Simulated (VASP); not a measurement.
A run of VASP 6.6.1 is set up as follows.

Contents of INCAR:

```
ALGO     = Normal         # electronic algorithm
EDIFF    = 1E-6           # SCF threshold, eV
ENCUT    = 520            # plane-wave cutoff, eV
GGA      = PE             # functional
ISIF     = 2              # what is computed and relaxed
ISMEAR   = 0              # smearing method
LASPH    = T              # aspherical terms in the spheres
LCHARG   = F              # write CHGCAR
LREAL    = F              # projectors in reciprocal space
LWAVE    = F              # write WAVECAR
NBANDS   = 22             # bands
NELM     = 100            # most SCF steps
PREC     = Accurate       # precision mode
SIGMA    = 0.1            # smearing width, eV
```

Contents of KPOINTS:

```
k-points
0
Gamma
  6 6 4
```

File POSCAR:

```
Al
1.0
    5.5617919575      0.0000000000      0.0000000000
   -2.7808959788      4.8166531258      0.0000000000
    0.0000000000      0.0000000000      5.6054909394
Al
8
Direct
    0.0000000000      0.0000000000      0.0000000000
    0.0000000000      0.0000000000      0.5000000000
    0.0000000000      0.5000000000      0.0000000000
    0.0000000000      0.5000000000      0.5000000000
    0.5000000000      0.0000000000      0.0000000000
    0.5000000000      0.0000000000      0.5000000000
    0.5000000000      0.5000000000      0.0000000000
    0.5000000000      0.5000000000      0.5000000000
```

Potentials or basis: VASP PAW PBE potentials, release 64 (Al).

Command:

```sh
$ cat potpaw_PBE.64/Al/POTCAR > POTCAR
$ mpirun -np 1 vasp_std > vasp.out
```

Question: Predict the band gap on the k mesh.

Answer: Zero (band 12 reaches 7.96 eV, above the bottom of band 13 at 3.77 eV).

Question: Estimate the pressure.

Answer: 0.1 GPa.

Stress tensor (GPa, compression positive):
```
 1.16  0.00  0.00
 0.00  1.16  0.00
 0.00  0.00 -2.13
```
